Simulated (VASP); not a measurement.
Wanted: the native input for a VASP 6.6.1 run.

```yaml
Task: single point
Functional: LDA
Potentials_or_basis: VASP PAW LDA potentials, release 64 (Ti_sv, N_h)
Cutoff: 910 eV
k_mesh: 17 × 17 × 17
Occupations: fermi-dirac, width 0.08 eV
Spin: no spin polarisation
Dipole_correction: no
Second_run: hard_potentials
Further_INCAR_settings: ALGO = Normal; EDIFF = 1e-06; NBANDS = 16
```

The structure of TiN (rocksalt type) lies in POSCAR:

```
TiN
1.0
    0.0000000000      2.0858714114      2.0858714114
    2.0858714114      0.0000000000      2.0858714114
    2.0858714114      2.0858714114      0.0000000000
Ti N
1 1
Direct
    0.0000000000      0.0000000000      0.0000000000
    0.5000000000      0.5000000000      0.5000000000
```

The input as run:

INCAR

```
SYSTEM = TiN
  PREC = Accurate
  ENCUT = 910
  EDIFF = 1E-6
  ISMEAR = -1
  SIGMA = 0.08
  LREAL = .FALSE.
  LASPH = .TRUE.
  NELM = 120
  ALGO = Normal
  ISIF = 2
  LWAVE = .FALSE.
  LCHARG = .FALSE.
  NBANDS = 16
  GGA_COMPAT = .FALSE.
```

KPOINTS

```
Automatic mesh
0
G
  17 17 17
  0 0 0
```

Potentials or basis: VASP PAW LDA potentials, release 64 (Ti_sv, N_h).

Command:

```sh
$ cat potpaw_LDA.64/Ti_sv/POTCAR potpaw_LDA.64/N_h/POTCAR > POTCAR
$ mpirun -np 1 vasp_std > vasp.out
```

Results of the run:

```
Pressure : 0.9 GPa
```

Caveat: the cutoff is under 1.25 times the usual one of these potentials, so pressure, stress and relaxed cells hold a basis-set (Pulay) error.

Wall time 2.7 min on 1 thread of AMD EPYC 9R45 (Zen 5), with other jobs on the host, peak memory 0.2 GiB.
